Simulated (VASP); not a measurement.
Write the native input for VASP 6.6.1 that does the following.

```yaml
Task: single point
Functional: PBE
Potentials_or_basis: VASP PAW PBE potentials, release 64 (Ta_pv)
Cutoff: 520 eV
k_mesh: 13 × 13 × 13
Occupations: fermi-dirac, width 0.08 eV
Spin: no spin polarisation
Dipole_correction: no
Further_INCAR_settings: ALGO = Normal; EDIFF = 1e-07; NBANDS = 18
```

The structure of Ta lies in POSCAR:

```
Ta
1.0
    0.0000000000      2.6788786074      2.6788786074
    2.6788786074      0.0000000000      2.6788786074
    2.6788786074      2.6788786074      0.0000000000
Ta
2
Direct
   -0.1250000000     -0.1250000000     -0.1250000000
    0.1250000000      0.1250000000      0.1250000000
```

One way to write it, as run:

INCAR

```
  PREC = Accurate
  ENCUT = 520
  EDIFF = 1E-7
  ISMEAR = -1
  SIGMA = 0.08
  LREAL = F
  LASPH = T
  NELM = 60
  ALGO = Normal
  ISIF = 2
  LWAVE = F
  LCHARG = T
  GGA = PE
  LELF = T
  LVHAR = T
  NBANDS = 18
```

KPOINTS

```
Automatic mesh
0
Gamma
  13 13 13
```

Potentials or basis: VASP PAW PBE potentials, release 64 (Ta_pv).

Launch:

```sh
$ cat potpaw_PBE.64/Ta_pv/POTCAR > POTCAR
$ mpirun -np 1 vasp_std > vasp.out
```

Results of the run:

```yaml
Pressure: 55.3 GPa
Band_gap_on_the_k_mesh: zero (band 11 reaches 5.29 eV, above the bottom of band 12 at 3.85 eV)
```

Caveat: spin-orbit coupling is left out, which moves the levels of the heavy elements.

Wall time 33 s on 1 thread of Intel(R) Xeon(R) Platinum 8375C CPU @ 2.90GHz (Ice Lake), with other jobs on the host, peak memory 0.19 GiB.
